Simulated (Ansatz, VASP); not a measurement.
MgO: VASP beside Ansatz

The input INCAR:

```
PREC     = Accurate       # precision mode
ENCUT    = 840            # plane-wave cutoff, eV
EDIFF    = 1E-6           # SCF threshold, eV
ISMEAR   = 0              # smearing method
SIGMA    = 0.02           # smearing width, eV
LREAL    = False          # projectors in reciprocal space
LASPH    = True           # aspherical terms in the spheres
NELM     = 120            # most SCF steps
ALGO     = Normal         # electronic algorithm
ISIF     = 2              # what is computed and relaxed
LWAVE    = False          # write WAVECAR
LCHARG   = False          # write CHGCAR
GGA      = CA             # functional
NBANDS   = 15             # bands
GGA_COMPAT= False
```

The input KPOINTS:

```
regular mesh
0
Gamma
  10 10 10
```

Contents of POSCAR:

```
MgO
1.0
    0.0000000000      2.0796058504      2.0796058504
    2.0796058504      0.0000000000      2.0796058504
    2.0796058504      2.0796058504      0.0000000000
Mg O
1 1
Direct
    0.0000000000      0.0000000000      0.0000000000
    0.5000000000      0.5000000000      0.5000000000
```

Input for Ansatz:

```yaml
crystal:
  lattice:
    - [0.0, 2.0796058504, 2.0796058504]
    - [2.0796058504, 0.0, 2.0796058504]
    - [2.0796058504, 2.0796058504, 0.0]
  atoms:
    - { symbol: Mg, position: [0.0, 0.0, 0.0] }
    - { symbol: O, position: [0.5, 0.5, 0.5] }
basis:
  ecutwfc: 420
kpoints:
  mp_grid: { grid: [10, 10, 10] }
  band_path:
    path:
      - [[0.0, 0.0, 0.0], [0.5, 0.0, 0.5], [0.625, 0.25, 0.625]]
      - [[0.375, 0.375, 0.75], [0.0, 0.0, 0.0], [0.5, 0.5, 0.5], [0.5, 0.25, 0.75], [0.5, 0.0, 0.5]]
    npoints: 10
hamiltonian:
  xc: lda
  pseudopotentials: { kind: paw }
scf:
  occupations: { method: gaussian, width: 0.02 }
  n_extra_bands: 7
output:
  forces: true
  stress: true
  eigenvalues: true
```

Alike in both runs: task single point; functional LDA; k mesh 10 × 10 × 10; occupations gaussian, width 0.02 eV; no spin polarisation.

|  | VASP | Ansatz |
| --- | --- | --- |
| version | VASP 6.6.1 | Ansatz 0.2.0 |
| potentials or method | VASP PAW LDA potentials, release 64 (Mg_sv, O), cutoff 840 eV | scalar-relativistic, plane waves, PAW |
| valence electrons in the cell | 16 | 16 |

|  | VASP | Ansatz | Ansatz less VASP |
| --- | --- | --- | --- |
| gap on the k mesh at the Fermi level (eV) | 5.04 | 5.03 | -0.011 |
| least direct gap on the mesh (eV) | 5.04 | 5.03 | -0.011 |
| pressure (GPa) | 0.6 | 0.0 | -0.63 |

LDA's correlation is that of Perdew and Zunger in VASP and of Perdew and Wang (1992) in Ansatz.
